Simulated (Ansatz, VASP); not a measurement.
# One calculation of Ti, two programs

Contents of INCAR:

```
  PREC = Accurate
  ENCUT = 600
  EDIFF = 1E-6
  ISMEAR = -1
  SIGMA = 0.05
  LREAL = False
  LASPH = True
  NELM = 60
  ALGO = Normal
  ISIF = 3
  LWAVE = False
  LCHARG = False
  GGA = RE
  IBRION = 2
  NSW = 80
  EDIFFG = -0.005
```

KPOINTS

```
regular mesh
0
Gamma
  11 11 11
```

POSCAR

```
Ti
1.0
   -1.6410000000      1.6410000000      1.6410000000
    1.6410000000     -1.6410000000      1.6410000000
    1.6410000000      1.6410000000     -1.6410000000
Ti
1
Direct
    0.0000000000      0.0000000000      0.0000000000
```

The input input.yaml:

```yaml
crystal:
  lattice:
    - [-1.641, 1.641, 1.641]
    - [1.641, -1.641, 1.641]
    - [1.641, 1.641, -1.641]
  atoms:
    - { symbol: Ti, position: [0.0, 0.0, 0.0] }
kpoints:
  mp_grid: { grid: [11, 11, 11] }
scf:
  occupations: { method: fermi_dirac, width: 0.05 }
hamiltonian:
  xc: revpbe
  pseudopotentials: { kind: all_electron, lapw: { basis_error: 0.001 } }
output:
  forces: true
  stress: true
relax:
  f_tol: 0.005
  max_steps: 60
  cell: {}
```

Alike in both runs: task relaxation of cell and atoms; functional revPBE; k mesh 11 × 11 × 11; occupations fermi-dirac, width 0.05 eV; no spin polarisation.

|  | VASP | Ansatz |
| --- | --- | --- |
| version | VASP 6.6.1 | Ansatz 0.2.0 |
| potentials or method | VASP PAW PBE potentials, release 64 (Ti_sv), cutoff 600 eV | all-electron LAPW, scalar-relativistic |

Ansatz gave:

```
relaxed volume (Å³/atom)                                     : 17.64
relaxed cell length with the largest relative difference (Å) : 2.840
```

**Question.** Which values does VASP return?

**Answer.** Relaxed volume (Å³/atom): 17.60; relaxed cell length with the largest relative difference (Å): 2.838.

VASP's potentials were made for PBE, not for revPBE. Ansatz ran all-electron here, and VASP with PAW potentials.
